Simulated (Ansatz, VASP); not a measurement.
## KBr: VASP beside Ansatz

INCAR

```
SYSTEM = KBr
PREC = Accurate ; ENCUT = 600
EDIFF = 1E-7 ; ISMEAR = 0
SIGMA = 0.02 ; LREAL = .FALSE.
LASPH = .TRUE. ; NELM = 100
ALGO = Normal ; ISIF = 3
LWAVE = .FALSE. ; LCHARG = .FALSE.
GGA = PE ; IBRION = 2
NSW = 100 ; EDIFFG = -0.01
```

File KPOINTS:

```
regular mesh
0
G
  8 8 6
  0 0 0
```

The input POSCAR:

```
KBr
1.0
    3.7485515100      0.0000000000      0.0000000000
    0.0000000000      3.7485515100      0.0000000000
    0.0000000000      0.0000000000      5.0097178100
K Br
1 1
Direct
    0.5000000000      0.5000000000      0.5000000000
    0.0000000000      0.0000000000      0.0000000000
```

Input for Ansatz:

```yaml
crystal:
  lattice:
    - [3.74855151, 0.0, 0.0]
    - [0.0, 3.74855151, 0.0]
    - [0.0, 0.0, 5.00971781]
  atoms:
    - { symbol: K, position: [0.5, 0.5, 0.5] }
    - { symbol: Br, position: [0.0, 0.0, 0.0] }
basis:
  ecutwfc: 420
kpoints:
  mp_grid: { grid: [8, 8, 6] }
hamiltonian:
  xc: pbe
scf:
  occupations: { method: gaussian, width: 0.02 }
output:
  forces: true
  stress: true
  eigenvalues: true
relax:
  adjacent_minimum: "off"
  f_tol: 0.01
  max_steps: 80
  cell: { stress_tol: 0.05 }
```

Change from the starting cell: species swapped into the MnIr type (P4/mmm, No. 123).

Alike in both runs: task relaxation of cell and atoms; functional PBE; k mesh 8 × 8 × 6; occupations gaussian, width 0.02 eV; no spin polarisation.

```csv
,VASP,Ansatz
version,VASP 6.6.1,Ansatz 0.2.0
potentials or method,"VASP PAW PBE potentials, release 64 (K_sv, Br), cutoff 600 eV","scalar-relativistic, plane waves, PAW"
valence electrons in the cell,16,16
```

VASP gave:

| Quantity | Value |
| --- | --- |
| gap on the k mesh at the Fermi level, each at its own relaxed structure (eV) | 3.87 |
| relaxed volume (Å³/atom) | 33.03 |
| relaxed cell length with the largest relative difference (Å) | 4.042 |

What did Ansatz give for the same quantities?

gap on the k mesh at the Fermi level, each at its own relaxed structure (eV): 3.87; relaxed volume (Å³/atom): 32.94; relaxed cell length with the largest relative difference (Å): 4.038.
